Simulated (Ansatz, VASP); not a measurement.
One calculation of MgB2, two programs

Contents of INCAR:

```
SYSTEM = MgB2
  ALGO = Normal
  EDIFF = 1E-6
  ENCUT = 520
  GGA = CA
  ISIF = 2
  ISMEAR = -1
  LASPH = .TRUE.
  LCHARG = .FALSE.
  LREAL = .FALSE.
  LWAVE = .FALSE.
  NBANDS = 11
  NELM = 80
  PREC = Accurate
  SIGMA = 0.05
```

File KPOINTS:

```
k-points
0
G
  12 12 9
  0 0 0
```

Contents of POSCAR:

```
MgB2
1.0
    3.0746829003      0.0000000000      0.0000000000
   -1.5373414502      2.6627535003      0.0000000000
    0.0000000000      0.0000000000      3.5112173033
Mg B
1 2
Direct
    0.0000000000      0.0000000000      0.0000000000
    0.3333333333      0.6666666667      0.5000000000
    0.6666666667      0.3333333333      0.5000000000
```

Input for Ansatz:

```yaml
crystal:
  lattice:
    - [3.0746829003, 0.0, 0.0]
    - [-1.5373414502, 2.6627535003, 0.0]
    - [0.0, 0.0, 3.5112173033]
  atoms:
    - { symbol: Mg, position: [0.0, 0.0, 0.0] }
    - { symbol: B, position: [0.3333333333, 0.6666666667, 0.5] }
    - { symbol: B, position: [0.6666666667, 0.3333333333, 0.5] }
kpoints:
  mp_grid: { grid: [12, 12, 9] }
  band_path:
    path:
      - [0.0, 0.0, 0.0]
      - [0.5, 0.0, 0.0]
      - [0.3333333333, 0.3333333333, 0.0]
      - [0.0, 0.0, 0.0]
      - [0.0, 0.0, 0.5]
      - [0.5, 0.0, 0.5]
      - [0.3333333333, 0.3333333333, 0.5]
      - [0.0, 0.0, 0.5]
      - [0.5, 0.0, 0.5]
    npoints: 5
scf:
  occupations: { method: fermi_dirac, width: 0.05 }
hamiltonian:
  xc: lda
  pseudopotentials: { kind: all_electron, lapw: { basis_error: 0.0005 } }
output:
  forces: true
  stress: true
  eigenvalues: true
```

Change from the starting cell: volume scaled by 0.99.

Alike in both runs: task single point; functional LDA; k mesh 12 × 12 × 9; occupations fermi-dirac, width 0.05 eV; no spin polarisation.

|  | VASP | Ansatz |
| --- | --- | --- |
| version | VASP 6.6.1 | Ansatz 0.2.0 |
| potentials or method | VASP PAW LDA potentials, release 64 (Mg, B), cutoff 520 eV | all-electron LAPW, scalar-relativistic |

Ansatz gave:

| Property | Result |
| --- | --- |
| pressure (GPa) | -6.2 |
| traceless stress, the component that is largest in VASP (GPa) | 0.47 |

Q: Which values does VASP return?

A: Pressure (GPa): -6.8; traceless stress, the component that is largest in VASP (GPa): 0.33.

LDA's correlation is that of Perdew and Zunger in VASP and of Perdew and Wang (1992) in Ansatz. Ansatz ran all-electron here, and VASP with PAW potentials.
